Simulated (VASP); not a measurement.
# GaN (Fm-3m) in VASP: notebook, part 2 of 2

VASP 6.6.1. The steps go on from the part before.

## (4) Single point, PBE

File INCAR:

```
SYSTEM = GaN
PREC = Accurate
ENCUT = 520
EDIFF = 1E-6
ISMEAR = -1
SIGMA = 0.05
LREAL = .FALSE.
LASPH = .TRUE.
NELM = 80
ALGO = Normal
ISIF = 2
LWAVE = .FALSE.
LCHARG = .FALSE.
GGA = PE
NBANDS = 16
```

File KPOINTS:

```
Automatic mesh
0
G
  8 8 8
  0 0 0
```

File POSCAR:

```
GaN
1.0
    0.0000000000      2.1352350000      2.1352350000
    2.1352350000      0.0000000000      2.1352350000
    2.1352350000      2.1352350000      0.0000000000
Ga N
1 1
Direct
    0.0000000000      0.0000000000      0.0000000000
    0.5000000000      0.5000000000      0.5000000000
```

Potentials or basis: VASP PAW PBE potentials, release 64 (Ga_d, N).

Started as:

```bash
> cat potpaw_PBE.64/Ga_d/POTCAR potpaw_PBE.64/N/POTCAR > POTCAR
> mpirun -np 1 vasp_std > vasp.out
```

OUTCAR:

```text
SYSTEM = GaN
   PREC = Accurate
   ENCUT = 520
   EDIFF = 1E-6
   ISMEAR = -1
   LREAL = .FALSE.
   LASPH = .TRUE.
   NELM = 80
   ISIF = 2
   GGA = PE

 ion  position               nearest neighbor table
   1  0.000  0.000  0.000-   2 2.14   2 2.14   2 2.14   2 2.14   2 2.14   2 2.14
   2  0.500  0.500  0.500-   1 2.14   1 2.14   1 2.14   1 2.14   1 2.14   1 2.14

  LATTYP: Found a face centered cubic cell.
 ALAT       =     4.2704700000

  Lattice vectors:

 A1 = (   0.0000000000,   2.1352350000,   2.1352350000)
 A2 = (   2.1352350000,   0.0000000000,   2.1352350000)
 A3 = (   2.1352350000,   2.1352350000,   0.0000000000)

Analysis of symmetry for initial positions (statically):
=====================================================================
 Subroutine PRICEL returns:
 Original cell was already a primitive cell.

 Routine SETGRP: Setting up the symmetry group for a
 face centered cubic supercell.

 Subroutine GETGRP returns: Found 48 space group operations
 (whereof 48 operations were pure point group operations)
 out of a pool of 48 trial point group operations.

The static configuration has the point symmetry O_h .

Analysis of symmetry for dynamics (positions and initial velocities):
=====================================================================
 Subroutine PRICEL returns:
 Original cell was already a primitive cell.

 Routine SETGRP: Setting up the symmetry group for a
 face centered cubic supercell.

 Subroutine GETGRP returns: Found 48 space group operations
 (whereof 48 operations were pure point group operations)
 out of a pool of 48 trial point group operations.

The dynamic configuration has the point symmetry O_h .

 Subroutine INISYM returns: Found 48 space group operations
 (whereof 48 operations are pure point group operations),
 and found     1 'primitive' translations

----------------------------------------------------------------------------------------

                                     Primitive cell

  volume of cell :      19.4700

  direct lattice vectors                    reciprocal lattice vectors
     0.000000000  2.135235000  2.135235000    -0.234166263  0.234166263  0.234166263
     2.135235000  0.000000000  2.135235000     0.234166263 -0.234166263  0.234166263
     2.135235000  2.135235000  0.000000000     0.234166263  0.234166263 -0.234166263

  length of vectors
     3.019678296  3.019678296  3.019678296     0.405587864  0.405587864  0.405587864

  position of ions in fractional coordinates (direct lattice)
     0.000000000  0.000000000  0.000000000
     0.500000000  0.500000000  0.500000000

  ion indices of the primitive-cell ions
   primitive index   ion index
                 1           1
                 2           2

----------------------------------------------------------------------------------------

 KPOINTS: Automatic mesh

Automatic generation of k-mesh.
 Grid dimensions read from file:
 generate k-points for:    8    8    8

 Generating k-lattice:

  Cartesian coordinates                     Fractional coordinates (reciprocal lattice)
    -0.029270783  0.029270783  0.029270783     0.125000000  0.000000000  0.000000000
     0.029270783 -0.029270783  0.029270783     0.000000000  0.125000000  0.000000000
     0.029270783  0.029270783 -0.029270783     0.000000000  0.000000000  0.125000000

  Length of vectors
     0.050698483  0.050698483  0.050698483

  Shift w.r.t. Gamma in fractional coordinates (k-lattice)
     0.000000000  0.000000000  0.000000000

 Subroutine IBZKPT returns following result:
 ===========================================

 Found     29 irreducible k-points:

 Following reciprocal coordinates:
            Coordinates               Weight
  0.000000  0.000000  0.000000      1.000000
  0.125000  0.000000  0.000000      8.000000
  0.250000  0.000000  0.000000      8.000000
  0.375000  0.000000  0.000000      8.000000
  0.500000  0.000000  0.000000      4.000000
  0.125000  0.125000  0.000000      6.000000
[... 16 lines left out ...]
  0.500000  0.250000  0.125000     48.000000
 -0.375000  0.250000  0.125000     24.000000
 [... further k-points ...]
   k-points           NKPTS =     29   k-points in BZ     NKDIM =     29   number of bands    NBANDS=     16
   number of dos      NEDOS =    301   number of ions     NIONS =      2
   total plane-waves  NPLWV =  13824
   dimension x,y,z NGX =    24 NGY =   24 NGZ =   24
   dimension x,y,z NGXF=    48 NGYF=   48 NGZF=   48
   ions per type =               1   1
   NGX,Y,Z   is equivalent  to a cutoff of  13.21, 13.21, 13.21 a.u.
   NGXF,Y,Z  is equivalent  to a cutoff of  26.43, 26.43, 26.43 a.u.
 SYSTEM =  GaN
   PREC   = accura    normal or accurate (medium, high low for compatibility)
   ISTART =      0    job   : 0-new  1-cont  2-samecut
   ICHARG =      2    charge: 1-file 2-atom 10-const
   ISPIN  =      1    spin polarized calculation?
   LNONCOLLINEAR =      F non collinear calculations
   LSORBIT =      F    spin-orbit coupling
   LASPH  =      T    aspherical Exc in radial PAW
   ENCUT  =  520.0 eV  38.22 Ry    6.18 a.u.   5.61  5.61  5.61*2*pi/ulx,y,z
   NELM   =     80;   NELMIN=  2; NELMDL= -5     # of ELM steps
   EDIFF  = 0.1E-05   stopping-criterion for ELM
   LREAL  =      F    real-space projection
   EDIFFG = 0.1E-04   stopping-criterion for IOM
   NSW    =      0    number of steps for IOM
   IBRION =     -1    ionic relax: 0-MD 1-quasi-New 2-CG
   NFREE  =      0    steps in history (QN), initial steepest desc. (CG)
   ISIF   =      2    stress and relaxation
   ISYM   =      2    0-nonsym 1-usesym 2-fastsym
   POTIM  = 0.5000    time-step for ionic-motion
   TEBEG  =    0.0;   TEEND  =   0.0 temperature during run
   PSTRESS=    0.0 pullay stress
   NELECT =      18.0000    total number of electrons
   NUPDOWN=      -1.0000    fix difference up-down
   EMIN   =  10.00;   EMAX   =-10.00  energy-range for DOS
   EFERMI =   0.00;   METHOD = LEGACY
   ISMEAR =    -1;   SIGMA  =   0.05  broadening in eV -4-tet -1-fermi 0-gaus
   EFERMI_NEDOS =   21; number of points for ismear=-14 and -15
   IALGO  =     38    algorithm
   IMIX   =      4    mixing-type and parameters
     AMIX     =   0.40;   BMIX     =  1.00
     AMIX_MAG =   1.60;   BMIX_MAG =  1.00
  volume/ion in A,a.u.               =       9.74        65.70
  Fermi-wavevector in a.u.,A,eV,Ry     =   1.594814  3.013761 34.605481  2.543431
  Thomas-Fermi vector in A             =   2.692830
   LORBIT       =      0    0 simple, 1 ext, 2 COOP (PROOUT), +10 PAW based schemes
   GGA     = PE    functional components
   LHFCALC =     F    Hartree Fock is set to
   AEXX    =    0.0000 exact exchange contribution
   IVDW    =     0    specifies the selected vdW correction
   LEPSILON=     F    determine dielectric tensor
   LRPA    =     F    only Hartree local field effects (RPA)
 non-spin polarized calculation
  energy-cutoff  :      520.00
  volume of cell :       19.47
 maximum number of plane-waves:       544
 NGX is ok and might be reduce to    24
   NGX = 11   NGY = 11   NGZ = 11

 number of electron      18.0000005 magnetization

 Free energy of the ion-electron system (eV)
  ---------------------------------------------------
  ext. energy  EPLUGINS =         0.00000000
  ---------------------------------------------------
  free energy    TOTEN  =       -11.20496833 eV

  energy without entropy =      -11.20468409  energy(sigma->0) =      -11.20482621

 E-fermi :   7.7637     XC(G=0): -12.9042

 val. band max:        7.4996504103   @ k =  -0.2500   0.1250   0.0000
 cond. band min:       7.9155324021   @ k =   0.5000   0.5000   0.0000
 fundamental gap:      0.4158819918
 Fermi energy:         7.7636667978

 k-point     1 :       0.0000    0.0000    0.0000
  band No.  band energies     occupation
      1      -9.4804      2.00000
      2      -6.4864      2.00000
      3      -6.4864      2.00000
      4      -6.4864      2.00000
      5      -6.3993      2.00000
      6      -6.3993      2.00000
[... 8 lines left out ...]
     15      22.8977      0.00000
     16      22.8977      0.00000

 k-point     2 :       0.1250    0.0000    0.0000
  band No.  band energies     occupation
      1      -9.1873      2.00000
      2      -6.4964      2.00000
      3      -6.4764      2.00000
      4      -6.4764      2.00000
      5      -6.4127      2.00000
      6      -6.4127      2.00000
[... 8 lines left out ...]
     15      23.3913      0.00000
     16      23.3913      0.00000
[... 387 lines left out ...]
      5      -6.3021      2.00000
      6      -5.4422      2.00000
[... 8 lines left out ...]
     15      28.3159      0.00000
     16      29.8531      0.00000

 k-point    24 :      -0.3750    0.2500    0.1250
  band No.  band energies     occupation
      1      -7.4669      2.00000
      2      -6.5823      2.00000
      3      -6.5081      2.00000
      4      -6.4351      2.00000
      5      -6.2741      2.00000
      6      -4.9183      2.00000
[... 8 lines left out ...]
     15      26.1392      0.00000
     16      30.7530      0.00000

 [... further k-points ...]
[... 5 lines left out ...]
  --------------------------------------------------------------------------------------
  -------------------------------------------------------------------------------------
  Total        0.0497568      0.0497568      0.0497568     -0.0000000     -0.0000000      0.0000000
  in kB        4.0944539      4.0944539      4.0944539     -0.0000000     -0.0000000      0.0000000
  external PRESSURE =       4.0944539 kB  Pullay stress =       0.0000000 kB

 VOLUME and BASIS-vectors are now :
 -----------------------------------------------------------------------------
  energy-cutoff  :      520.00
  volume of cell :       19.47
      direct lattice vectors                 reciprocal lattice vectors
     0.000000000  2.135235000  2.135235000    -0.234166263  0.234166263  0.234166263
     2.135235000  0.000000000  2.135235000     0.234166263 -0.234166263  0.234166263
     2.135235000  2.135235000  0.000000000     0.234166263  0.234166263 -0.234166263

 POSITION                                       TOTAL-FORCE (eV/Angst)
 -----------------------------------------------------------------------------------
      0.00000      0.00000      0.00000        -0.000000      0.000000      0.000000
      2.13524      2.13524      2.13524         0.000000      0.000000     -0.000000
 -----------------------------------------------------------------------------------
    total drift:                                0.000000     -0.000000     -0.000000

  FREE ENERGIE OF THE ION-ELECTRON SYSTEM (eV)
  ---------------------------------------------------
  free  energy   TOTEN  =       -11.2049683312 eV

  energy  without entropy=      -11.2046840927  energy(sigma->0) =      -11.20482621
```

stdout:

```text
POSCAR found type information on POSCAR GaN
 POSCAR found :  2 types and       2 ions
 scaLAPACK will be used
 LDA part: xc-table for (Slater+PW92), standard interpolation
 POSCAR, INCAR and KPOINTS ok, starting setup
 FFT: planning ... GRIDC
 FFT: planning ... GRID_SOFT
 FFT: planning ... GRID
 WAVECAR not read
 entering main loop
```

Wall time 11 s (1 thread of Intel Xeon Platinum 8259CL at 2.50GHz (Skylake/Cascade Lake), shared host); peak memory 0.14 GiB.

What came out:

```
Free energy            : -11.2050 eV
Pressure               : 0.4 GPa
Band gap on the k mesh : 0.42 eV (least direct gap 2.36 eV)
```

A k mesh can miss the band edges.

## (5) Summary

| level | k mesh | grid for exact exchange (PRECFOCK) | share of exact exchange | screening parameter | gap on the mesh (eV) | pressure (GPa) |
| --- | --- | --- | --- | --- | --- | --- |
| HSE06 | 6 × 6 × 6 | Normal | 0.25 | 0.2079 1/Å | 1.61 | -9.0 |
| PBE0 | 6 × 6 × 6 | Normal | 0.25 | - | 2.33 | -9.3 |
| PBE | 8 × 8 × 8 | - | - | - | 0.42 | 0.4 |

Alike in all rows: task single point; potentials or basis VASP PAW PBE potentials, release 64 (Ga_d, N); no spin polarisation; cell as given; cutoff (eV) 520; smearing fermi-dirac 0.05 eV.

Caveats: some runs use coarse meshes; the PAW data sets were made with another functional, which shifts forces and pressure a little (at least some runs).

Total energies depend on the potentials used, so only differences within one code and one set of settings carry meaning.
